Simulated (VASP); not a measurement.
# Ga2O3 (P-3m1) in VASP: settings compared

Ga2O3 is run at these levels: r2SCAN, PBE; tasks: single point.

Everything below comes from runs of VASP 6.6.1. Logs are shortened: lines on timing, memory, paths and dates and some standing lists are left out, and cuts for length are marked.

## Step 1: The cell of the first run

The structure is trigonal, space group P-3m1 (No. 164). The conventional cell has a = 2.991 Å, b = 2.991 Å, c = 6.846 Å, α = 90.00°, β = 90.00°, γ = 120.00°. Ga (site symmetry 3m) has 6 O at 1.87 to 2.22 Å within 2.5 Å. O (site symmetry -3m) has 6 Ga at 2.22 Å and 6 O at 2.73 Å within 2.9 Å. Within 2.5 Å of O (site symmetry 3m) lie 3 Ga at 1.87 Å.

## Step 2: Single point, r2SCAN

The input, POSCAR:

```
Ga2O3
1.0
    2.9909461137      0.0000000000      0.0000000000
   -1.4954730568      2.5902353158      0.0000000000
    0.0000000000      0.0000000000      6.8457864116
Ga O
2 3
Direct
    0.3333333333      0.6666666667      0.2039202181
    0.6666666667      0.3333333333      0.7960797819
    0.0000000000      0.0000000000      0.0000000000
    0.3333333333      0.6666666667      0.6915979171
    0.6666666667      0.3333333333      0.3084020829
```

The input, INCAR.step1:

```
PREC     = Accurate       # precision mode
ENCUT    = 520            # plane-wave cutoff, eV
ISMEAR   = 0              # smearing method
SIGMA    = 0.01           # smearing width, eV
LREAL    = False          # projectors in reciprocal space
LASPH    = True           # aspherical terms in the spheres
NELM     = 80             # most SCF steps
NBANDS   = 30             # bands
GGA      = PE             # functional
ALGO     = Normal         # electronic algorithm
EDIFF    = 1E-4           # SCF threshold, eV
LWAVE    = True           # write WAVECAR
LCHARG   = False          # write CHGCAR
```

The input, INCAR.step2:

```
PREC     = Accurate       # precision mode
ENCUT    = 520            # plane-wave cutoff, eV
EDIFF    = 1E-7           # SCF threshold, eV
ISMEAR   = 0              # smearing method
SIGMA    = 0.01           # smearing width, eV
LREAL    = False          # projectors in reciprocal space
LASPH    = True           # aspherical terms in the spheres
NELM     = 80             # most SCF steps
ALGO     = Normal         # electronic algorithm
ISIF     = 2              # what is computed and relaxed
LWAVE    = False          # write WAVECAR
LCHARG   = True           # write CHGCAR
METAGGA  = R2SCAN         # meta-GGA
LMIXTAU  = True         
LELF     = True           # ELF
LVHAR    = True         
NBANDS   = 30             # bands
ISTART   = 1
```

The input, KPOINTS:

```
regular mesh
0
Gamma
  12 12 4
```

Potentials or basis: VASP PAW PBE potentials, release 64 (Ga_d, O).

Command:

```bash
cat potpaw_PBE.64/Ga_d/POTCAR potpaw_PBE.64/O/POTCAR > POTCAR
cp INCAR.step1 INCAR
mpirun -np 1 vasp_std > vasp.out
cp INCAR.step2 INCAR
mpirun -np 1 vasp_std > vasp.out
```

OUTCAR:

```text
PREC = Accurate
   ENCUT = 520
   EDIFF = 1E-7
   ISMEAR = 0
   LREAL = False
   LASPH = True
   NELM = 80
   ISIF = 2
   METAGGA = R2SCAN
   ISTART = 1

 ion  position               nearest neighbor table
   1  0.333  0.667  0.204-   5 1.87   5 1.87   5 1.87   3 2.22   3 2.22   3 2.22
   2  0.667  0.333  0.796-   4 1.87   4 1.87   4 1.87   3 2.22   3 2.22   3 2.22
   3  0.000  0.000  0.000-   1 2.22   2 2.22   1 2.22   2 2.22   2 2.22   1 2.22
   4  0.333  0.667  0.692-   2 1.87   2 1.87   2 1.87
   5  0.667  0.333  0.308-   1 1.87   1 1.87   1 1.87

  LATTYP: Found a hexagonal cell.
 ALAT       =     2.9909461137
 C/A-ratio  =     2.2888364255

  Lattice vectors:

 A1 = (   2.9909461137,   0.0000000000,   0.0000000000)
 A2 = (  -1.4954730568,   2.5902353158,   0.0000000000)
 A3 = (   0.0000000000,   0.0000000000,   6.8457864116)

Analysis of symmetry for initial positions (statically):
=====================================================================
 Subroutine PRICEL returns:
 Original cell was already a primitive cell.

 Routine SETGRP: Setting up the symmetry group for a
 hexagonal supercell.

 Subroutine GETGRP returns: Found 12 space group operations
 (whereof 12 operations were pure point group operations)
 out of a pool of 24 trial point group operations.

The static configuration has the point symmetry D_3d.

Analysis of symmetry for dynamics (positions and initial velocities):
=====================================================================
 Subroutine PRICEL returns:
 Original cell was already a primitive cell.

 Routine SETGRP: Setting up the symmetry group for a
 hexagonal supercell.

 Subroutine GETGRP returns: Found 12 space group operations
 (whereof 12 operations were pure point group operations)
 out of a pool of 24 trial point group operations.

The dynamic configuration has the point symmetry D_3d.

 Subroutine INISYM returns: Found 12 space group operations
 (whereof 12 operations are pure point group operations),
 and found     1 'primitive' translations

----------------------------------------------------------------------------------------

                                     Primitive cell

  volume of cell :      53.0360

  direct lattice vectors                    reciprocal lattice vectors
     2.990946114  0.000000000  0.000000000     0.334342366  0.193032655  0.000000000
    -1.495473057  2.590235316  0.000000000     0.000000000  0.386065310  0.000000000
     0.000000000  0.000000000  6.845786412     0.000000000  0.000000000  0.146075256

  length of vectors
     2.990946114  2.990946114  6.845786412     0.386065310  0.386065310  0.146075256

  position of ions in fractional coordinates (direct lattice)
     0.333333333  0.666666667  0.203920218
     0.666666667  0.333333333  0.796079782
     0.000000000  0.000000000  0.000000000
     0.333333333  0.666666667  0.691597917
     0.666666667  0.333333333  0.308402083

  ion indices of the primitive-cell ions
   primitive index   ion index
                 1           1
                 2           2
                 3           3
                 4           4
                 5           5

----------------------------------------------------------------------------------------

 KPOINTS: regular mesh

Automatic generation of k-mesh.
 Grid dimensions read from file:
 generate k-points for:   12   12    4

 Generating k-lattice:

  Cartesian coordinates                     Fractional coordinates (reciprocal lattice)
     0.027861864  0.016086055  0.000000000     0.083333333 -0.000000000  0.000000000
     0.000000000  0.032172109  0.000000000     0.000000000  0.083333333  0.000000000
     0.000000000  0.000000000  0.036518814     0.000000000  0.000000000  0.250000000

  Length of vectors
     0.032172109  0.032172109  0.036518814

  Shift w.r.t. Gamma in fractional coordinates (k-lattice)
     0.000000000  0.000000000  0.000000000

 Subroutine IBZKPT returns following result:
 ===========================================

 Found     69 irreducible k-points:

 Following reciprocal coordinates:
            Coordinates               Weight
  0.000000  0.000000  0.000000      1.000000
  0.083333  0.000000  0.000000      6.000000
  0.166667  0.000000  0.000000      6.000000
  0.250000  0.000000  0.000000      6.000000
  0.333333  0.000000  0.000000      6.000000
  0.416667  0.000000  0.000000      6.000000
[... 16 lines left out ...]
  0.166667  0.000000  0.250000      6.000000
  0.000000  0.166667  0.250000      6.000000
 [... further k-points ...]
   k-points           NKPTS =     69   k-points in BZ     NKDIM =     69   number of bands    NBANDS=     30
   number of dos      NEDOS =    301   number of ions     NIONS =      5
   total plane-waves  NPLWV =  31104
   dimension x,y,z NGX =    24 NGY =   24 NGZ =   54
   dimension x,y,z NGXF=    48 NGYF=   48 NGZF=  108
   ions per type =               2   3
   NGX,Y,Z   is equivalent  to a cutoff of  13.34, 13.34, 13.11 a.u.
   NGXF,Y,Z  is equivalent  to a cutoff of  26.68, 26.68, 26.23 a.u.
 SYSTEM =  unknown system
   PREC   = accura    normal or accurate (medium, high low for compatibility)
   ISTART =      1    job   : 0-new  1-cont  2-samecut
   ICHARG =      0    charge: 1-file 2-atom 10-const
   ISPIN  =      1    spin polarized calculation?
   LNONCOLLINEAR =      F non collinear calculations
   LSORBIT =      F    spin-orbit coupling
   LASPH  =      T    aspherical Exc in radial PAW
   ENCUT  =  520.0 eV  38.22 Ry    6.18 a.u.   5.56  5.56 12.73*2*pi/ulx,y,z
   NELM   =     80;   NELMIN=  2; NELMDL=  0     # of ELM steps
   EDIFF  = 0.1E-06   stopping-criterion for ELM
   LREAL  =      F    real-space projection
   EDIFFG = 0.1E-05   stopping-criterion for IOM
   NSW    =      0    number of steps for IOM
   IBRION =     -1    ionic relax: 0-MD 1-quasi-New 2-CG
   NFREE  =      0    steps in history (QN), initial steepest desc. (CG)
   ISIF   =      2    stress and relaxation
   ISYM   =      2    0-nonsym 1-usesym 2-fastsym
   POTIM  = 0.5000    time-step for ionic-motion
   TEBEG  =    0.0;   TEEND  =   0.0 temperature during run
   PSTRESS=    0.0 pullay stress
   NELECT =      44.0000    total number of electrons
   NUPDOWN=      -1.0000    fix difference up-down
   EMIN   =  10.00;   EMAX   =-10.00  energy-range for DOS
   EFERMI =   0.00;   METHOD = LEGACY
   ISMEAR =     0;   SIGMA  =   0.01  broadening in eV -4-tet -1-fermi 0-gaus
   EFERMI_NEDOS =   21; number of points for ismear=-14 and -15
   IALGO  =     38    algorithm
   IMIX   =      4    mixing-type and parameters
     AMIX     =   0.40;   BMIX     =  1.00
     AMIX_MAG =   1.60;   BMIX_MAG =  1.00
  volume/ion in A,a.u.               =      10.61        71.58
  Fermi-wavevector in a.u.,A,eV,Ry     =   1.538280  2.906927 32.195531  2.366305
  Thomas-Fermi vector in A             =   2.644670
   LORBIT       =      0    0 simple, 1 ext, 2 COOP (PROOUT), +10 PAW based schemes
   METAGGA = R2SCAN    functional components
   LHFCALC =     F    Hartree Fock is set to
   AEXX    =    0.0000 exact exchange contribution
   IVDW    =     0    specifies the selected vdW correction
   LEPSILON=     F    determine dielectric tensor
   LRPA    =     F    only Hartree local field effects (RPA)
 non-spin polarized calculation
 Gauss-broadening in eV      SIGMA  =   0.01
  energy-cutoff  :      520.00
  volume of cell :       53.04
 maximum number of plane-waves:      1460
 NGX is ok and might be reduce to    24
   NGX = 11   NGY = 11   NGZ = 25

 number of electron      44.0000036 magnetization

 Free energy of the ion-electron system (eV)
  ---------------------------------------------------
  ext. energy  EPLUGINS =         0.00000000
  ---------------------------------------------------
  free energy    TOTEN  =       -50.31714332 eV

  energy without entropy =      -50.31714332  energy(sigma->0) =      -50.31714332

 E-fermi :   3.3217     XC(G=0): -12.3869

 val. band max:        3.2396925615   @ k =   0.0000   0.0000   0.0000
 cond. band min:       6.3296129986   @ k =   0.0000   0.0000   0.0000
 fundamental gap:      3.0899204371
 Fermi energy:         3.3216519859

 k-point     1 :       0.0000    0.0000    0.0000
  band No.  band energies     occupation
      1     -16.7573      2.00000
      2     -15.9177      2.00000
      3     -14.6853      2.00000
      4     -10.1343      2.00000
      5     -10.1342      2.00000
      6     -10.0837      2.00000
[... 22 lines left out ...]
     29      16.8075      0.00000
     30      18.4099      0.00000

 k-point     2 :       0.0833    0.0000    0.0000
  band No.  band energies     occupation
      1     -16.6796      2.00000
      2     -15.8736      2.00000
      3     -14.6912      2.00000
      4     -10.1158      2.00000
      5     -10.1025      2.00000
      6     -10.0859      2.00000
[... 22 lines left out ...]
     29      16.8672      0.00000
     30      17.6894      0.00000

 k-point     3 :       0.1667    0.0000    0.0000
  band No.  band energies     occupation
      1     -16.4585      2.00000
      2     -15.7537      2.00000
      3     -14.7075      2.00000
      4     -10.0758      2.00000
      5     -10.0683      2.00000
      6     -10.0270      2.00000
[... 22 lines left out ...]
     29      16.8798      0.00000
     30      17.2915      0.00000

 k-point     4 :       0.2500    0.0000    0.0000
  band No.  band energies     occupation
      1     -16.1332      2.00000
      2     -15.5931      2.00000
      3     -14.7297      2.00000
      4     -10.0329      2.00000
      5     -10.0162      2.00000
      6      -9.9736      2.00000
[... 616 lines left out ...]
     29      17.5468      0.00000
     30      17.8893      0.00000

 k-point    23 :       0.1667    0.0000    0.2500
  band No.  band energies     occupation
      1     -16.4204      2.00000
      2     -15.8265      2.00000
      3     -14.6704      2.00000
      4     -10.0755      2.00000
      5     -10.0698      2.00000
      6     -10.0272      2.00000
[... 22 lines left out ...]
     29      17.2153      0.00000
     30      17.5297      0.00000

 k-point    24 :       0.0000    0.1667    0.2500
  band No.  band energies     occupation
      1     -16.4215      2.00000
      2     -15.8242      2.00000
      3     -14.6720      2.00000
      4     -10.0750      2.00000
      5     -10.0688      2.00000
      6     -10.0275      2.00000
[... 22 lines left out ...]
     29      17.2977      0.00000
     30      17.7992      0.00000

 [... further k-points ...]
[... 5 lines left out ...]
  --------------------------------------------------------------------------------------
  -------------------------------------------------------------------------------------
  Total        0.8086740      0.8086740      0.2171888      0.0000000      0.0000000      0.0000000
  in kB       24.4294047     24.4294047      6.5611043      0.0000000      0.0000000      0.0000000
  external PRESSURE =      18.4733046 kB  Pullay stress =       0.0000000 kB

 VOLUME and BASIS-vectors are now :
 -----------------------------------------------------------------------------
  energy-cutoff  :      520.00
  volume of cell :       53.04
      direct lattice vectors                 reciprocal lattice vectors
     2.990946114  0.000000000  0.000000000     0.334342366  0.193032655  0.000000000
    -1.495473057  2.590235316  0.000000000     0.000000000  0.386065310  0.000000000
     0.000000000  0.000000000  6.845786412     0.000000000  0.000000000  0.146075256

 POSITION                                       TOTAL-FORCE (eV/Angst)
 -----------------------------------------------------------------------------------
     -0.00000      1.72682      1.39599         0.000000     -0.000000     -0.047518
      1.49547      0.86341      5.44979         0.000000      0.000000      0.047518
      0.00000      0.00000      0.00000        -0.000000      0.000000      0.000000
     -0.00000      1.72682      4.73453        -0.000000     -0.000000     -0.111337
      1.49547      0.86341      2.11125        -0.000000     -0.000000      0.111337
 -----------------------------------------------------------------------------------
    total drift:                                0.000000      0.000000     -0.000000

  FREE ENERGIE OF THE ION-ELECTRON SYSTEM (eV)
  ---------------------------------------------------
  free  energy   TOTEN  =       -50.3171433178 eV

  energy  without entropy=      -50.3171433178  energy(sigma->0) =      -50.31714332
```

It took 8.8 min on 1 thread of AMD EPYC 7R13 (Zen 3), shared host; peak memory 0.21 GiB.

What came out:

| Property | Result |
| --- | --- |
| Free energy | -50.3171 eV |
| Pressure | 1.8 GPa |
| Largest force | 0.111 eV/Å |
| Band gap on the k mesh | 3.09 eV, direct |

Forces in eV/Å, atoms in the order of the input:
```
Ga   0.000  0.000 -0.048
Ga   0.000  0.000  0.048
O    0.000  0.000  0.000
O    0.000  0.000 -0.111
O    0.000  0.000  0.111
```

Caveat: the PAW data sets were made with another functional, which shifts forces and pressure a little.

## Step 3: Single point, PBE (volume changed by -6%)

The input, INCAR:

```
  PREC = Accurate
  ENCUT = 520
  EDIFF = 1E-6
  ISMEAR = 0
  SIGMA = 0.01
  LREAL = False
  LASPH = True
  NELM = 100
  ALGO = Normal
  ISIF = 2
  LWAVE = False
  LCHARG = False
  GGA = PE
  NBANDS = 30
```

The input, KPOINTS:

```
Automatic mesh
0
Gamma
  9 9 4
```

The input, POSCAR:

```
Ga2O3
1.0
    2.9628226695      0.0000000000      0.0000000000
   -1.4814113348      2.5658796987      0.0000000000
    0.0000000000      0.0000000000      7.3528339574
Ga O
2 3
Direct
    0.3333333333      0.6666666667      0.1886535940
    0.6666666667      0.3333333333      0.8113464060
    0.0000000000      0.0000000000      0.0000000000
    0.3333333333      0.6666666667      0.7129020079
    0.6666666667      0.3333333333      0.2870979921
```

Potentials or basis: VASP PAW PBE potentials, release 64 (Ga_d, O).

Command:

```bash
cat potpaw_PBE.64/Ga_d/POTCAR potpaw_PBE.64/O/POTCAR > POTCAR
mpirun -np 1 vasp_std > vasp.out
```

It took 54 s on 1 thread of Intel Xeon Platinum 8488C (Sapphire Rapids), shared host; peak memory 0.2 GiB.

The run converged. Its results:

```
Free energy            : -28.9396 eV
Pressure               : 12.2 GPa
Largest force          : 0.713 eV/Å
Band gap on the k mesh : 3.02 eV, indirect (least direct gap 3.05 eV)
```

Forces on the atoms (eV/Å):
```
Ga   0.000  0.000 -0.095
Ga   0.000  0.000  0.095
O    0.000  0.000  0.000
O    0.000  0.000 -0.713
O    0.000  0.000  0.713
```

Stress tensor (GPa, compression positive):
```
14.26  0.00  0.00
 0.00 14.26  0.00
 0.00  0.00  7.93
```

Levels at points of the mesh, in eV from the valence-band top:
```tsv
k point	band 20	band 21	band 22	band 23	band 24	band 25
(0.00, 0.00, 0.00)	-0.62	-0.62	-0.03	3.02	5.99	6.86
(0.00, 0.00, 0.50)	-0.69	-0.63	-0.63	3.66	5.44	6.98
```

## Step 4: Single point, PBE (volume changed by -3%)

The input, INCAR:

```
SYSTEM = Ga2O3
PREC = Accurate
ENCUT = 520
EDIFF = 1E-6
ISMEAR = 0
SIGMA = 0.01
LREAL = .FALSE.
LASPH = .TRUE.
NELM = 80
ALGO = Normal
ISIF = 2
LWAVE = .FALSE.
LCHARG = .FALSE.
GGA = PE
NBANDS = 30
```

The input, KPOINTS:

```
regular mesh
0
G
  9 9 4
  0 0 0
```

POSCAR: that of step 3 with these lines changed.

```diff
@@ -2,5 +2,5 @@
 1.0
-    2.9628226695      0.0000000000      0.0000000000
-   -1.4814113348      2.5658796987      0.0000000000
-    0.0000000000      0.0000000000      7.3528339574
+    2.9940125686      0.0000000000      0.0000000000
+   -1.4970062843      2.5928909437      0.0000000000
+    0.0000000000      0.0000000000      7.4302378978
 Ga O
```

Command:

```bash
cat potpaw_PBE.64/Ga_d/POTCAR potpaw_PBE.64/O/POTCAR > POTCAR
mpirun -np 1 vasp_std > vasp.out
```

It took 50 s on 1 thread of Intel Xeon Platinum 8488C (Sapphire Rapids), shared host; peak memory 0.2 GiB.

Results (log left out):

* Free energy: -29.0419 eV
* Pressure: 6.0 GPa
* Largest force: 0.347 eV/Å
* Band gap on the k mesh: 2.77 eV, indirect (least direct gap 2.79 eV)

Forces on the atoms (eV/Å):
```
Ga   0.000  0.000 -0.032
Ga   0.000  0.000  0.032
O    0.000  0.000  0.000
O    0.000  0.000 -0.347
O    0.000  0.000  0.347
```

Stress tensor (GPa, compression positive):
```
7.02 0.00 0.00
0.00 7.02 0.00
0.00 0.00 3.82
```

Levels at points of the mesh, in eV from the valence-band top:
```tsv
k point	band 18	band 19	band 20	band 21	band 22	band 23	band 24	band 25	band 26	band 27
(0.00, 0.00, 0.00)	-0.79	-0.79	-0.64	-0.64	-0.03	2.77	5.67	6.68	11.15	11.49
(0.00, 0.00, 0.50)	-0.77	-0.77	-0.65	-0.64	-0.64	3.40	5.15	6.81	10.53	12.61
```

 A k mesh can miss the band edges.

## Step 5: Summary

```tsv
level	cell	k mesh	gap on the mesh (eV)	pressure (GPa)	largest force (eV/Å)
r2SCAN	a = 2.991, b = 2.991, c = 6.846 Å, angles 90.0, 90.0, 120.0°, 5 atoms	12 × 12 × 4	3.09	1.8	0.11
PBE	a = 2.963, b = 2.963, c = 7.353 Å, angles 90.0, 90.0, 120.0°, 5 atoms	9 × 9 × 4	3.02	12.2	0.71
PBE	a = 2.994, b = 2.994, c = 7.430 Å, angles 90.0, 90.0, 120.0°, 5 atoms	9 × 9 × 4	2.77	6.0	0.35
```

Alike in all rows: task single point; potentials or basis VASP PAW PBE potentials, release 64 (Ga_d, O); no spin polarisation; cutoff (eV) 520; smearing gaussian 0.01 eV.

Caveats: the PAW data sets were made with another functional, which shifts forces and pressure a little (some runs).

Absolute energies hang on the potentials; compare differences alone.
